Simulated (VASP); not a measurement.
# Mg (P6_3/mmc) in VASP: relaxation of cell and atoms with PBE

Aim: the relaxation of cell and atoms of Mg with PBE.

All numbers are computed with VASP 6.6.1; they aren't measurements. Logs are shortened: lines on timing, memory, paths and dates and some standing lists are left out, and cuts for length are marked.

**1. The cell of the first run**

Symmetry: P6_3/mmc, No. 194, hexagonal system. The conventional cell has a = 3.023 Å, b = 3.023 Å, c = 4.936 Å, α = 90.00°, β = 90.00°, γ = 120.00°. Within 4.0 Å of Mg (site symmetry -6m2) lie 12 Mg at 3.02 Å.

**2. Relaxation of cell and atoms, PBE, target pressure 8.05 GPa, at which the enthalpy is minimised**

INCAR reads:

```
PREC     = Accurate       # precision mode
ENCUT    = 600            # plane-wave cutoff, eV
EDIFF    = 1E-7           # SCF threshold, eV
ISMEAR   = -1             # smearing method
SIGMA    = 0.1            # smearing width, eV
LREAL    = False          # projectors in reciprocal space
LASPH    = True           # aspherical terms in the spheres
NELM     = 100            # most SCF steps
ALGO     = Fast           # electronic algorithm
ISIF     = 3              # what is computed and relaxed
LWAVE    = False          # write WAVECAR
LCHARG   = False          # write CHGCAR
GGA      = PE             # functional
IBRION   = 2              # ionic algorithm
NSW      = 80             # ionic steps
EDIFFG   = -0.002         # ionic threshold
PSTRESS  = 80.5
```

KPOINTS reads:

```
regular mesh
0
Gamma
  15 15 8
```

POSCAR reads:

```
Mg
1.0
    3.0234500193      0.0000000000      0.0000000000
   -1.5117250096      2.6183845238      0.0000000000
    0.0000000000      0.0000000000      4.9360364015
Mg
2
Direct
    0.3333333333      0.6666666667      0.2500000000
    0.6666666667      0.3333333333      0.7500000000
```

Potentials or basis: VASP PAW PBE potentials, release 64 (Mg).

Started as:

```
cat potpaw_PBE.64/Mg/POTCAR > POTCAR
mpirun -np 1 vasp_std > vasp.out
```

OUTCAR:

```text
PREC = Accurate
   ENCUT = 600
   EDIFF = 1E-7
   ISMEAR = -1
   LREAL = False
   LASPH = True
   NELM = 100
   ISIF = 3
   GGA = PE
   IBRION = 2
   NSW = 80
   EDIFFG = -0.002
   PSTRESS = 80.5

 ion  position               nearest neighbor table
   1  0.333  0.667  0.250-   2 3.02   2 3.02   2 3.02   2 3.02   2 3.02   2 3.02
   2  0.667  0.333  0.750-   1 3.02   1 3.02   1 3.02   1 3.02   1 3.02   1 3.02

  LATTYP: Found a hexagonal cell.
 ALAT       =     3.0234500193
 C/A-ratio  =     1.6325840910

  Lattice vectors:

 A1 = (   3.0234500193,   0.0000000000,   0.0000000000)
 A2 = (  -1.5117250096,   2.6183845238,   0.0000000000)
 A3 = (   0.0000000000,   0.0000000000,   4.9360364015)

Analysis of symmetry for initial positions (statically):
=====================================================================
 Subroutine PRICEL returns:
 Original cell was already a primitive cell.

 Routine SETGRP: Setting up the symmetry group for a
 hexagonal supercell.

 Subroutine GETGRP returns: Found 24 space group operations
 (whereof 12 operations were pure point group operations)
 out of a pool of 24 trial point group operations.

The static configuration has the point symmetry D_3d.
 The point group associated with its full space group is D_6h.

Analysis of symmetry for dynamics (positions and initial velocities):
=====================================================================
 Subroutine PRICEL returns:
 Original cell was already a primitive cell.

 Routine SETGRP: Setting up the symmetry group for a
 hexagonal supercell.

 Subroutine GETGRP returns: Found 24 space group operations
 (whereof 12 operations were pure point group operations)
 out of a pool of 24 trial point group operations.

The dynamic configuration has the point symmetry D_3d.
 The point group associated with its full space group is D_6h.

 Subroutine INISYM returns: Found 24 space group operations
 (whereof 12 operations are pure point group operations),
 and found     1 'primitive' translations

----------------------------------------------------------------------------------------

                                     Primitive cell

  volume of cell :      39.0764

  direct lattice vectors                    reciprocal lattice vectors
     3.023450019  0.000000000  0.000000000     0.330747984  0.190957438  0.000000000
    -1.511725010  2.618384524  0.000000000     0.000000000  0.381914876  0.000000000
     0.000000000  0.000000000  4.936036402     0.000000000  0.000000000  0.202591699

[... 94 lines left out ...]
   NELECT =       4.0000    total number of electrons
   NUPDOWN=      -1.0000    fix difference up-down
   EMIN   =  10.00;   EMAX   =-10.00  energy-range for DOS
   EFERMI =   0.00;   METHOD = LEGACY
   ISMEAR =    -1;   SIGMA  =   0.10  broadening in eV -4-tet -1-fermi 0-gaus
   EFERMI_NEDOS =   21; number of points for ismear=-14 and -15
   IALGO  =     68    algorithm
   IMIX   =      4    mixing-type and parameters
     AMIX     =   0.40;   BMIX     =  1.00
     AMIX_MAG =   1.60;   BMIX_MAG =  1.00
  volume/ion in A,a.u.               =      19.54       131.85
  Fermi-wavevector in a.u.,A,eV,Ry     =   0.765814  1.447179  7.979424  0.586471
  Thomas-Fermi vector in A             =   1.866017
   LORBIT       =      0    0 simple, 1 ext, 2 COOP (PROOUT), +10 PAW based schemes
   GGA     = PE    functional components
   LHFCALC =     F    Hartree Fock is set to
   AEXX    =    0.0000 exact exchange contribution
   IVDW    =     0    specifies the selected vdW correction
   LEPSILON=     F    determine dielectric tensor
   LRPA    =     F    only Hartree local field effects (RPA)
 conjugate gradient relaxation of ions
 non-spin polarized calculation
 RMM-DIIS sequential band-by-band and
  energy-cutoff  :      600.00
  volume of cell :       39.08
 maximum number of plane-waves:      1329
   NGX = 13   NGY = 13   NGZ = 19

--------------------------------------- Ionic step        1  -------------------------------------------

 number of electron       4.0000000 magnetization

 Free energy of the ion-electron system (eV)
  ---------------------------------------------------
  ext. energy  EPLUGINS =         0.00000000
  ---------------------------------------------------
  free energy    TOTEN  =        -2.88072299 eV

  energy without entropy =       -2.85649438  energy(sigma->0) =       -2.86860868

------------------------ aborting loop because EDIFF is reached ----------------------------------------

  FORCE on cell =-STRESS in cart. coord.  units (eV):
  Direction    XX          YY          ZZ          XY          YZ          ZX
  --------------------------------------------------------------------------------------
  -------------------------------------------------------------------------------------
  Total        2.0398947      2.0398947      1.7103331      0.0000000     -0.0000000      0.0000000
  in kB       83.6380231     83.6380231     70.1256199      0.0000000     -0.0000000      0.0000000
  external PRESSURE =      -1.3661113 kB  Pullay stress =      80.5000000 kB
[... 177 lines left out ...]
--------------------------------------- Ionic step        6  -------------------------------------------

 number of electron       4.0000000 magnetization

 Free energy of the ion-electron system (eV)
  ---------------------------------------------------
  ext. energy  EPLUGINS =         0.00000000
  ---------------------------------------------------
  free energy    TOTEN  =        -2.87810453 eV

  energy without entropy =       -2.85506758  energy(sigma->0) =       -2.86658605

 E-fermi :   3.5436     XC(G=0):  -9.0121

 val. band max:        3.5362495041   @ k =   0.3333   0.1333   0.0000
 cond. band min:       3.5685208235   @ k =   0.2000   0.0667   0.0000
 fundamental gap:      0.0322713194
 Fermi energy:         3.5436292350

 k-point     1 :       0.0000    0.0000    0.0000
  band No.  band energies     occupation
      1      -4.1194      2.00000
      2       1.6561      2.00000
      3       2.4198      1.99997
      4      15.3385      0.00000
      5      15.3385      0.00000
      6      15.7794      0.00000
[... 199 lines left out ...]
 k-point    24 :       0.4000    0.2000    0.0000
  band No.  band energies     occupation
      1       1.6808      2.00000
      2       1.8401      2.00000
      3       5.5260      0.00000
      4       7.0598      0.00000
      5       7.2656      0.00000
      6       7.9101      0.00000

 [... further k-points ...]

------------------------ aborting loop because EDIFF is reached ----------------------------------------

  FORCE on cell =-STRESS in cart. coord.  units (eV):
  Direction    XX          YY          ZZ          XY          YZ          ZX
  --------------------------------------------------------------------------------------
  -------------------------------------------------------------------------------------
  Total        1.9593248      1.9593248      1.9601960      0.0000000      0.0000000      0.0000000
  in kB       80.5192826     80.5192826     80.5550864      0.0000000      0.0000000      0.0000000
  external PRESSURE =       0.0312172 kB  Pullay stress =      80.5000000 kB
[... 21 lines left out ...]
  energy  without entropy=       -2.8550675774  energy(sigma->0) =       -2.86658605

  enthalpy is  TOTEN    =        -0.9192489749 eV   P V=        1.9588555565

 reached required accuracy - stopping structural energy minimisation
```

It took 50 s on 1 thread of Intel Xeon Platinum 8488C (Sapphire Rapids), shared host; peak memory 0.18 GiB.

Results:

```yaml
Free_energy: -2.8781 eV
Relaxed_volume: 19.49 Å³/atom
Relaxed_cell: a = 3.038 Å, b = 3.038 Å, c = 4.879 Å, α = 90.00°, β = 90.00°, γ = 120.00°
Space_group_after_relaxing_to_0.05_Å: P6_3/mmc (No. 194)
Energy_change_on_relaxing_the_enthalpy_is_what_falls: +1.3 meV/atom
Ionic_steps: 6
Pressure_after_relaxing: 8.1 GPa
Band_gap_on_the_k_mesh: zero (band 2 reaches 4.47 eV, above the bottom of band 3 at 2.42 eV)
```

The path:
| step | energy change (eV) | largest force (eV/Å) | pressure (GPa) | volume (Å³) |
| --- | --- | --- | --- | --- |
| 1 | 0.0000 | 0.0000 | 7.91 | 39.08 |
| 2 | 0.0034 | 0.0000 | 8.06 | 38.98 |
| 3 | 0.0073 | 0.0000 | 8.21 | 38.89 |
| 4 | 0.0075 | 0.0000 | 8.22 | 38.89 |
| 5 | 0.0010 | 0.0000 | 8.00 | 39.02 |
| 6 | 0.0026 | 0.0000 | 8.05 | 38.99 |

Final structure:
```
CELL_PARAMETERS angstrom
3.03772 0.00000 0.00000
-1.51886 2.63074 0.00000
0.00000 0.00000 4.87855
ATOMIC_POSITIONS crystal
Mg 0.33333 0.66667 0.25000
Mg 0.66667 0.33333 0.75000
```

Caveat: the cell is relaxed towards a set pressure, so the enthalpy falls and the energy may rise.
